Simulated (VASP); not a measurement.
# Ag (Im-3m) in VASP: a series of runs

The runs below take Ag through single point, with r2SCAN.

Everything below comes from runs of VASP 6.6.1. Logs are shortened: lines on timing, memory, paths and dates and some standing lists are left out, and cuts for length are marked.

## 1. The cell of the first run

Symmetry: Im-3m, No. 229, cubic system. The conventional cell has a = 3.268 Å, b = 3.268 Å, c = 3.268 Å, α = 90.00°, β = 90.00°, γ = 90.00°. Ag (site symmetry m-3m) has 14 Ag at 2.83 to 3.27 Å within 3.7 Å.

This isn't the form of Ag at room conditions, which is fcc.

## 2. Single point, r2SCAN

Contents of POSCAR:

```
Ag
1.0
   -1.6340219052      1.6340219052      1.6340219052
    1.6340219052     -1.6340219052      1.6340219052
    1.6340219052      1.6340219052     -1.6340219052
Ag
1
Direct
    0.0000000000      0.0000000000      0.0000000000
```

Contents of INCAR.step1:

```
PREC = Accurate ; ENCUT = 520
ISMEAR = -1 ; SIGMA = 0.1
LREAL = False ; LASPH = True
NELM = 80 ; NBANDS = 12
GGA = PE ; ALGO = Normal
EDIFF = 1E-4 ; LWAVE = True
LCHARG = False
```

Contents of INCAR.step2:

```
PREC = Accurate ; ENCUT = 520
EDIFF = 1E-6 ; ISMEAR = -1
SIGMA = 0.1 ; LREAL = False
LASPH = True ; NELM = 80
ALGO = Normal ; ISIF = 2
LWAVE = False ; LCHARG = False
METAGGA = R2SCAN ; LMIXTAU = True
NBANDS = 12 ; ISTART = 1
```

Contents of KPOINTS:

```
regular mesh
0
Gamma
  14 14 14
```

Potentials or basis: VASP PAW PBE potentials, release 64 (Ag).

The run is started by

```
$ cat potpaw_PBE.64/Ag/POTCAR > POTCAR
$ cp INCAR.step1 INCAR
$ mpirun -np 1 vasp_std > vasp.out
$ cp INCAR.step2 INCAR
$ mpirun -np 1 vasp_std > vasp.out
```

OUTCAR:

```text
PREC = Accurate
   ENCUT = 520
   EDIFF = 1E-6
   ISMEAR = -1
   LREAL = False
   LASPH = True
   NELM = 80
   ISIF = 2
   METAGGA = R2SCAN
   ISTART = 1

 ion  position               nearest neighbor table
   1  0.000  0.000  0.000-

  LATTYP: Found a body centered cubic cell.
 ALAT       =     3.2680438104

  Lattice vectors:

 A1 = (  -1.6340219052,   1.6340219052,   1.6340219052)
 A2 = (   1.6340219052,  -1.6340219052,   1.6340219052)
 A3 = (   1.6340219052,   1.6340219052,  -1.6340219052)

Analysis of symmetry for initial positions (statically):
=====================================================================
 Subroutine PRICEL returns:
 Original cell was already a primitive cell.

 Routine SETGRP: Setting up the symmetry group for a
 body centered cubic supercell.

 Subroutine GETGRP returns: Found 48 space group operations
 (whereof 48 operations were pure point group operations)
 out of a pool of 48 trial point group operations.

The static configuration has the point symmetry O_h .

Analysis of symmetry for dynamics (positions and initial velocities):
=====================================================================
 Subroutine PRICEL returns:
 Original cell was already a primitive cell.

 Routine SETGRP: Setting up the symmetry group for a
 body centered cubic supercell.

 Subroutine GETGRP returns: Found 48 space group operations
 (whereof 48 operations were pure point group operations)
 out of a pool of 48 trial point group operations.

The dynamic configuration has the point symmetry O_h .

 Subroutine INISYM returns: Found 48 space group operations
 (whereof 48 operations are pure point group operations),
 and found     1 'primitive' translations

----------------------------------------------------------------------------------------

                                     Primitive cell

  volume of cell :      17.4515

  direct lattice vectors                    reciprocal lattice vectors
    -1.634021905  1.634021905  1.634021905     0.000000000  0.305993450  0.305993450
     1.634021905 -1.634021905  1.634021905     0.305993450  0.000000000  0.305993450
     1.634021905  1.634021905 -1.634021905     0.305993450  0.305993450  0.000000000

  length of vectors
     2.830208960  2.830208960  2.830208960     0.432740087  0.432740087  0.432740087

  position of ions in fractional coordinates (direct lattice)
     0.000000000  0.000000000  0.000000000

[... 81 lines left out ...]
   ISIF   =      2    stress and relaxation
   ISYM   =      2    0-nonsym 1-usesym 2-fastsym
   POTIM  = 0.5000    time-step for ionic-motion
   TEBEG  =    0.0;   TEEND  =   0.0 temperature during run
   PSTRESS=    0.0 pullay stress
   NELECT =      11.0000    total number of electrons
   NUPDOWN=      -1.0000    fix difference up-down
   EMIN   =  10.00;   EMAX   =-10.00  energy-range for DOS
   EFERMI =   0.00;   METHOD = LEGACY
   ISMEAR =    -1;   SIGMA  =   0.10  broadening in eV -4-tet -1-fermi 0-gaus
   EFERMI_NEDOS =   21; number of points for ismear=-14 and -15
   IALGO  =     38    algorithm
   IMIX   =      4    mixing-type and parameters
     AMIX     =   0.40;   BMIX     =  1.00
     AMIX_MAG =   1.60;   BMIX_MAG =  1.00
  volume/ion in A,a.u.               =      17.45       117.77
  Fermi-wavevector in a.u.,A,eV,Ry     =   1.403658  2.652528 26.806943  1.970255
  Thomas-Fermi vector in A             =   2.526297
   LORBIT       =      0    0 simple, 1 ext, 2 COOP (PROOUT), +10 PAW based schemes
   METAGGA = R2SCAN    functional components
   LHFCALC =     F    Hartree Fock is set to
   AEXX    =    0.0000 exact exchange contribution
   IVDW    =     0    specifies the selected vdW correction
   LEPSILON=     F    determine dielectric tensor
   LRPA    =     F    only Hartree local field effects (RPA)
 non-spin polarized calculation
  energy-cutoff  :      520.00
  volume of cell :       17.45
 maximum number of plane-waves:       482
 NGX is ok and might be reduce to    24
   NGX = 11   NGY = 11   NGZ = 11

 number of electron      11.0000003 magnetization

 Free energy of the ion-electron system (eV)
  ---------------------------------------------------
  ext. energy  EPLUGINS =         0.00000000
  ---------------------------------------------------
  free energy    TOTEN  =       -21.32229335 eV

  energy without entropy =      -21.30874497  energy(sigma->0) =      -21.31551916

 E-fermi :   8.1616     XC(G=0): -12.8044

 val. band max:        8.1074848378   @ k =  -0.3571   0.4286   0.1429
 cond. band min:       8.1830254444   @ k =   0.5000   0.0000   0.0000
 fundamental gap:      0.0755406066
 Fermi energy:         8.1615657753

 k-point     1 :       0.0000    0.0000    0.0000
  band No.  band energies     occupation
      1       0.3430      2.00000
      2       2.9456      2.00000
      3       2.9456      2.00000
      4       2.9456      2.00000
      5       4.2512      2.00000
      6       4.2512      2.00000
      7      26.7494      0.00000
      8      26.7494      0.00000
      9      26.7494      0.00000
     10      32.8672      0.00000
     11      32.8672      0.00000
     12      32.8672      0.00000
[... 331 lines left out ...]
 k-point    24 :       0.3571    0.2857    0.0000
  band No.  band energies     occupation
      1       2.0935      2.00000
      2       2.7488      2.00000
      3       3.1715      2.00000
      4       4.3018      2.00000
      5       4.4775      2.00000
      6      12.0206      0.00000
      7      12.9785      0.00000
      8      14.6981      0.00000
      9      22.7759      0.00000
     10      29.8136      0.00000
     11      30.7960      0.00000
     12      37.1271      0.00000

 [... further k-points ...]

------------------------ aborting loop because EDIFF is reached ----------------------------------------

  FORCE on cell =-STRESS in cart. coord.  units (eV):
  Direction    XX          YY          ZZ          XY          YZ          ZX
  --------------------------------------------------------------------------------------
  -------------------------------------------------------------------------------------
  Total        0.0159717      0.0159717      0.0159717     -0.0000000     -0.0000000      0.0000000
  in kB        1.4663147      1.4663147      1.4663147     -0.0000000     -0.0000000      0.0000000
  external PRESSURE =       1.4663147 kB  Pullay stress =       0.0000000 kB

 VOLUME and BASIS-vectors are now :
 -----------------------------------------------------------------------------
  energy-cutoff  :      520.00
  volume of cell :       17.45
      direct lattice vectors                 reciprocal lattice vectors
    -1.634021905  1.634021905  1.634021905     0.000000000  0.305993450  0.305993450
     1.634021905 -1.634021905  1.634021905     0.305993450  0.000000000  0.305993450
     1.634021905  1.634021905 -1.634021905     0.305993450  0.305993450  0.000000000

 POSITION                                       TOTAL-FORCE (eV/Angst)
 -----------------------------------------------------------------------------------
      0.00000      0.00000      0.00000        -0.000000      0.000000      0.000000
 -----------------------------------------------------------------------------------
    total drift:                                0.000000      0.000000      0.000000

  FREE ENERGIE OF THE ION-ELECTRON SYSTEM (eV)
  ---------------------------------------------------
  free  energy   TOTEN  =       -21.3222933513 eV

  energy  without entropy=      -21.3087449699  energy(sigma->0) =      -21.31551916
```

Wall time 23 s (1 thread of Intel Xeon 6975P-C (Granite Rapids), shared host); peak memory 0.15 GiB.

Results:

```
Free energy            : -21.3223 eV
Pressure               : 0.1 GPa
Band gap on the k mesh : zero (an odd number of electrons rules out a gap without spin polarisation)
```

Levels at points of the mesh, in eV from the Fermi level:
| k point | band 2 | band 3 | band 4 | band 5 | band 6 | band 7 | band 8 | band 9 |
| --- | --- | --- | --- | --- | --- | --- | --- | --- |
| (0.00, 0.00, 0.00) | -5.22 | -5.22 | -5.22 | -3.91 | -3.91 | 18.59 | 18.59 | 18.59 |
| (0.50, 0.00, 0.00) | -5.98 | -3.96 | -3.80 | -2.91 | 0.02 | 4.11 | 13.78 | 14.86 |
| (0.50, 0.50, 0.50) | -6.62 | -3.15 | -3.15 | -3.15 | 7.14 | 7.14 | 7.14 | 12.96 |

Caveat: the PAW data sets were made with another functional, which shifts forces and pressure a little.

## 3. Single point, r2SCAN (15.36 Å³/atom)

This run uses another cell than the first one, of 15.36 Å³/atom.

Contents of POSCAR:

```
Ag
1.0
   -1.5658570007      1.5658570007      1.5658570007
    1.5658570007     -1.5658570007      1.5658570007
    1.5658570007      1.5658570007     -1.5658570007
Ag
1
Direct
    0.0000000000      0.0000000000      0.0000000000
```

Contents of INCAR.step1:

```
SYSTEM = Ag
PREC = Accurate
ENCUT = 520
ISMEAR = -1
SIGMA = 0.1
LREAL = .FALSE.
LASPH = .TRUE.
NELM = 60
NBANDS = 12
GGA = PE
ALGO = Normal
EDIFF = 1E-4
LWAVE = .TRUE.
LCHARG = .FALSE.
```

Contents of INCAR.step2:

```
SYSTEM = Ag
PREC = Accurate
ENCUT = 520
EDIFF = 1E-6
ISMEAR = -1
SIGMA = 0.1
LREAL = .FALSE.
LASPH = .TRUE.
NELM = 60
ALGO = Normal
ISIF = 2
LWAVE = .FALSE.
LCHARG = .FALSE.
METAGGA = R2SCAN
LMIXTAU = .TRUE.
NBANDS = 12
ISTART = 1
```

Contents of KPOINTS:

```
Automatic mesh
0
G
  15 15 15
  0 0 0
```

Potentials or basis: VASP PAW PBE potentials, release 64 (Ag).

The run is started by

```
$ cat potpaw_PBE.64/Ag/POTCAR > POTCAR
$ cp INCAR.step1 INCAR
$ mpirun -np 1 vasp_std > vasp.out
$ cp INCAR.step2 INCAR
$ mpirun -np 1 vasp_std > vasp.out
```

OUTCAR:

```text
SYSTEM = Ag
   PREC = Accurate
   ENCUT = 520
   EDIFF = 1E-6
   ISMEAR = -1
   LREAL = .FALSE.
   LASPH = .TRUE.
   NELM = 60
   ISIF = 2
   METAGGA = R2SCAN
   ISTART = 1

 ion  position               nearest neighbor table
   1  0.000  0.000  0.000-

  LATTYP: Found a body centered cubic cell.
 ALAT       =     3.1317140014

  Lattice vectors:

 A1 = (  -1.5658570007,   1.5658570007,   1.5658570007)
 A2 = (   1.5658570007,  -1.5658570007,   1.5658570007)
 A3 = (   1.5658570007,   1.5658570007,  -1.5658570007)

Analysis of symmetry for initial positions (statically):
=====================================================================
 Subroutine PRICEL returns:
 Original cell was already a primitive cell.

 Routine SETGRP: Setting up the symmetry group for a
 body centered cubic supercell.

 Subroutine GETGRP returns: Found 48 space group operations
 (whereof 48 operations were pure point group operations)
 out of a pool of 48 trial point group operations.

The static configuration has the point symmetry O_h .

Analysis of symmetry for dynamics (positions and initial velocities):
=====================================================================
 Subroutine PRICEL returns:
 Original cell was already a primitive cell.

 Routine SETGRP: Setting up the symmetry group for a
 body centered cubic supercell.

 Subroutine GETGRP returns: Found 48 space group operations
 (whereof 48 operations were pure point group operations)
 out of a pool of 48 trial point group operations.

The dynamic configuration has the point symmetry O_h .

 Subroutine INISYM returns: Found 48 space group operations
 (whereof 48 operations are pure point group operations),
 and found     1 'primitive' translations

----------------------------------------------------------------------------------------

                                     Primitive cell

  volume of cell :      15.3574

[... 111 lines left out ...]
   METAGGA = R2SCAN    functional components
   LHFCALC =     F    Hartree Fock is set to
   AEXX    =    0.0000 exact exchange contribution
   IVDW    =     0    specifies the selected vdW correction
   LEPSILON=     F    determine dielectric tensor
   LRPA    =     F    only Hartree local field effects (RPA)
 non-spin polarized calculation
  energy-cutoff  :      520.00
  volume of cell :       15.36
 maximum number of plane-waves:       424
   NGX =  9   NGY =  9   NGZ =  9

 number of electron      11.0000007 magnetization

 Free energy of the ion-electron system (eV)
  ---------------------------------------------------
  ext. energy  EPLUGINS =         0.00000000
  ---------------------------------------------------
  free energy    TOTEN  =       -21.22815625 eV

  energy without entropy =      -21.21956410  energy(sigma->0) =      -21.22386018

 E-fermi :   9.9981     XC(G=0): -13.7173

 val. band max:        9.9168408637   @ k =  -0.4000   0.4667   0.0667
 cond. band min:       9.9982626100   @ k =  -0.3333   0.4667   0.0667
 fundamental gap:      0.0814217463
 Fermi energy:         9.9981104204

 k-point     1 :       0.0000    0.0000    0.0000
  band No.  band energies     occupation
      1       1.1758      2.00000
      2       4.2678      2.00000
      3       4.2678      2.00000
      4       4.2678      2.00000
      5       5.8800      2.00000
      6       5.8800      2.00000
      7      29.0764      0.00000
      8      29.0764      0.00000
      9      29.0764      0.00000
     10      36.6174      0.00000
     11      36.6174      0.00000
     12      37.4523      0.00000
[... 331 lines left out ...]
 k-point    24 :       0.4000    0.2000    0.0000
  band No.  band energies     occupation
      1       3.0139      2.00000
      2       3.5869      2.00000
      3       5.0857      2.00000
      4       5.8154      2.00000
      5       6.3761      2.00000
      6      12.3950      0.00000
      7      15.1729      0.00000
      8      20.2009      0.00000
      9      25.6215      0.00000
     10      32.4358      0.00000
     11      34.8948      0.00000
     12      38.8000      0.00000

 [... further k-points ...]

------------------------ aborting loop because EDIFF is reached ----------------------------------------

  FORCE on cell =-STRESS in cart. coord.  units (eV):
  Direction    XX          YY          ZZ          XY          YZ          ZX
  --------------------------------------------------------------------------------------
  -------------------------------------------------------------------------------------
  Total        1.7664252      1.7664252      1.7664252      0.0000000     -0.0000000     -0.0000000
  in kB      184.2848094    184.2848094    184.2848094      0.0000000     -0.0000000     -0.0000000
  external PRESSURE =     184.2848094 kB  Pullay stress =       0.0000000 kB

 VOLUME and BASIS-vectors are now :
 -----------------------------------------------------------------------------
  energy-cutoff  :      520.00
  volume of cell :       15.36
      direct lattice vectors                 reciprocal lattice vectors
    -1.565857001  1.565857001  1.565857001     0.000000000  0.319313960  0.319313960
     1.565857001 -1.565857001  1.565857001     0.319313960  0.000000000  0.319313960
     1.565857001  1.565857001 -1.565857001     0.319313960  0.319313960  0.000000000

 POSITION                                       TOTAL-FORCE (eV/Angst)
 -----------------------------------------------------------------------------------
      0.00000      0.00000      0.00000         0.000000     -0.000000      0.000000
 -----------------------------------------------------------------------------------
    total drift:                                0.000000     -0.000000      0.000000

  FREE ENERGIE OF THE ION-ELECTRON SYSTEM (eV)
  ---------------------------------------------------
  free  energy   TOTEN  =       -21.2281562536 eV

  energy  without entropy=      -21.2195641002  energy(sigma->0) =      -21.22386018
```

OUTCAR.step1:

```text
SYSTEM = Ag
   PREC = Accurate
   ENCUT = 520
   ISMEAR = -1
   LREAL = .FALSE.
   LASPH = .TRUE.
[... 576 lines left out ...]
 -----------------------------------------------------------------------------------
      0.00000      0.00000      0.00000        -0.000000      0.000000      0.000000
 -----------------------------------------------------------------------------------
    total drift:                                0.000000     -0.000000      0.000000

  FREE ENERGIE OF THE ION-ELECTRON SYSTEM (eV)
  ---------------------------------------------------
  free  energy   TOTEN  =        -2.5460535629 eV

  energy  without entropy=       -2.5373404426  energy(sigma->0) =       -2.54169700
```

Run time: 28 s. Hardware: 1 thread of Intel Xeon 6975P-C (Granite Rapids), shared host; peak memory 0.14 GiB.

Results:

```yaml
Free_energy: -21.2282 eV
Pressure: 18.4 GPa
Band_gap_on_the_k_mesh: zero (an odd number of electrons rules out a gap without spin polarisation)
```

Caveat: the cell stands under pressure; the PAW data sets were made with another functional, which shifts forces and pressure a little.

## 4. Single point, r2SCAN (16.06 Å³/atom)

This run uses another cell than the first one, of 16.06 Å³/atom.

Contents of POSCAR:

```
Ag
1.0
   -1.5892314468      1.5892314468      1.5892314468
    1.5892314468     -1.5892314468      1.5892314468
    1.5892314468      1.5892314468     -1.5892314468
Ag
1
Direct
    0.0000000000      0.0000000000      0.0000000000
```

Contents of INCAR.step1:

```
ALGO = Normal ; EDIFF = 1E-4
ENCUT = 520 ; GGA = PE
ISMEAR = -1 ; LASPH = T
LCHARG = F ; LREAL = F
LWAVE = T ; NBANDS = 12
NELM = 60 ; PREC = Accurate
SIGMA = 0.1
```

Contents of INCAR.step2:

```
ALGO = Normal ; EDIFF = 1E-7
ENCUT = 520 ; ISIF = 2
ISMEAR = -1 ; ISTART = 1
LASPH = T ; LCHARG = T
LELF = T ; LMIXTAU = T
LREAL = F ; LVHAR = T
LWAVE = F ; METAGGA = R2SCAN
NBANDS = 12 ; NELM = 60
PREC = Accurate ; SIGMA = 0.1
```

Contents of KPOINTS:

```
k-points
0
Gamma
  15 15 15
```

The run is started by

```
$ cat potpaw_PBE.64/Ag/POTCAR > POTCAR
$ cp INCAR.step1 INCAR
$ mpirun -np 1 vasp_std > vasp.out
$ cp INCAR.step2 INCAR
$ mpirun -np 1 vasp_std > vasp.out
```

Run time: 28 s. Hardware: 1 thread of Intel Xeon 6975P-C (Granite Rapids), shared host; peak memory 0.14 GiB.

It converged, with:

```
Free energy            : -21.2908 eV
Pressure               : 10.5 GPa
Band gap on the k mesh : zero (an odd number of electrons rules out a gap without spin polarisation)
```

Levels at points of the mesh, in eV from the Fermi level:
```tsv
k point	band 3	band 4	band 5	band 6	band 7	band 8	band 9	band 10
(0.00, 0.00, 0.00)	-5.54	-5.54	-4.04	-4.04	18.93	18.93	18.93	26.02
```

Caveat: the cell stands under pressure; the PAW data sets were made with another functional, which shifts forces and pressure a little.

## 5. Summary

```tsv
cell	k mesh	gap on the mesh (eV)	pressure (GPa)
a = 2.830 Å, angles 109.5°, 1 atom	14 × 14 × 14	none	0.1
a = 2.712 Å, angles 109.5°, 1 atom	15 × 15 × 15	none	18.4
a = 2.753 Å, angles 109.5°, 1 atom	15 × 15 × 15	none	10.5
```

Alike in all rows: task single point; level r2SCAN; potentials or basis VASP PAW PBE potentials, release 64 (Ag); no spin polarisation; cutoff (eV) 520; smearing fermi-dirac 0.1 eV.

Caveats: the PAW data sets were made with another functional, which shifts forces and pressure a little; the cell stands under pressure (at least some runs).

Total energies depend on the potentials used, so only differences within one code and one set of settings carry meaning.

The gap in the log of VASP goes by the Fermi energy; the results here count the filled bands.